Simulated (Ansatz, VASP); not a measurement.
# One calculation of Mg3CdSe4, two programs

```xyz
16
Lattice="8.4000 0.0000 0.0000 0.0000 7.2700 0.0000 0.0000 0.0000 6.8000" Properties=species:S:1:pos:R:3 pbc="T T T"
Mg    2.1000    2.3991    0.0000
Mg    6.3000    2.3991    0.0000
Mg    0.0000    1.2359    3.4000
Mg    4.2000    6.0341    0.0000
Mg    6.3000    4.8709    3.4000
Mg    2.1000    4.8709    3.4000
Cd    4.2000    1.2359    3.4000
Cd    0.0000    6.0341    0.0000
Se    4.2000    1.2359    5.9500
Se    0.0000    1.2359    5.9500
Se    2.1000    2.3991    2.5500
Se    6.3000    2.3991    2.5500
Se    2.1000    4.8709    5.9500
Se    6.3000    4.8709    5.9500
Se    0.0000    6.0341    2.5500
Se    4.2000    6.0341    2.5500
```

Alike in both runs: task relaxation of cell and atoms; functional PBE; k mesh 2 × 2 × 2; occupations gaussian, width 0.15 eV; no spin polarisation.

|  | VASP | Ansatz |
| --- | --- | --- |
| version | VASP 6.6.1 | Ansatz 0.2.0 |
| potentials or method | VASP PAW PBE potentials, release 64 (Mg, Cd, Se), cutoff 600 eV | scalar-relativistic, plane waves, PAW |
| valence electrons in the cell | 84 | 228 |

|  | VASP | Ansatz | Ansatz less VASP |
| --- | --- | --- | --- |
| gap on the k mesh at the Fermi level, each at its own relaxed structure (eV) | 2.02 | 2.01 | -0.011 |
| relaxed volume (Å³/atom) | 27.53 | 27.68 | +0.153 |
| relaxed cell length with the largest relative difference (Å) | 7.354 | 7.414 | +0.0604 |

VASP's potentials hold 84 valence electrons a cell and Ansatz's 228, so a difference there can come from the potentials and not from the codes.

The k mesh is coarse, so the values compare programs but aren't converged.
